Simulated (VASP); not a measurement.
Write the native input for VASP 6.6.1 that does the following.

```yaml
Task: single point
Functional: PBE
Potentials_or_basis: VASP PAW PBE potentials, release 64 (B, Pt, Cl)
Cutoff: 520 eV
k_mesh: 6 × 6 × 6
Occupations: gaussian, width 0.1 eV
Spin: collinear spin
Starting_moments: "[0.0, 0.0, 1.0, 1.0, 0.0] μB"
Dipole_correction: no
Further_INCAR_settings: ALGO = Normal; EDIFF = 1e-07; NBANDS = 28
```

The structure of B2Pt2Cl lies in POSCAR:

```
B2Pt2Cl
1.0
   -1.9845740400      1.9845740400      4.7814161400
    1.9845740400     -1.9845740400      4.7814161400
    1.9845740400      1.9845740400     -4.7814161400
B Pt Cl
2 2 1
Direct
    0.7500000000      0.2500000000      0.5000000000
    0.2500000000      0.7500000000      0.5000000000
    0.3750000000      0.3750000000      0.0000000000
    0.6250000000      0.6250000000      0.0000000000
    0.0000000000      0.0000000000      0.0000000000
```

The cell was built from a structure type or drawn by symmetry, and may not be a known phase.

One way to write it, as run:

INCAR

```
PREC = Accurate ; ENCUT = 520
EDIFF = 1E-7 ; ISMEAR = 0
SIGMA = 0.1 ; LREAL = F
LASPH = T ; NELM = 150
ALGO = Normal ; ISIF = 2
LWAVE = F ; LCHARG = F
ISPIN = 2 ; MAGMOM = 0 0 1 1 0
LORBIT = 11 ; LMAXMIX = 4
GGA = PE ; NBANDS = 28
```

KPOINTS

```
regular mesh
0
Gamma
  6 6 6
```

Potentials or basis: VASP PAW PBE potentials, release 64 (B, Pt, Cl).

Launch:

```sh
$ cat potpaw_PBE.64/B/POTCAR potpaw_PBE.64/Pt/POTCAR potpaw_PBE.64/Cl/POTCAR > POTCAR
$ mpirun -np 1 vasp_std > vasp.out
```

Results of the run:

```json
{
 "Pressure": "-8.5 GPa",
 "Largest force": "5.293 eV/Å",
 "Net moment": "0.00 μB per cell",
 "Valence electrons inside the program's atomic spheres": "B 1.47; Pt 9.31; Cl 5.04"
}
```

Caveat: the cell stands under tension; forces of over 1 eV/Å act on the atoms, so gaps and moduli don't describe the material at rest.

It took 5.2 min on 1 thread of Intel(R) Xeon(R) Platinum 8375C CPU @ 2.90GHz (Ice Lake) (shared host), peak memory 0.36 GiB.
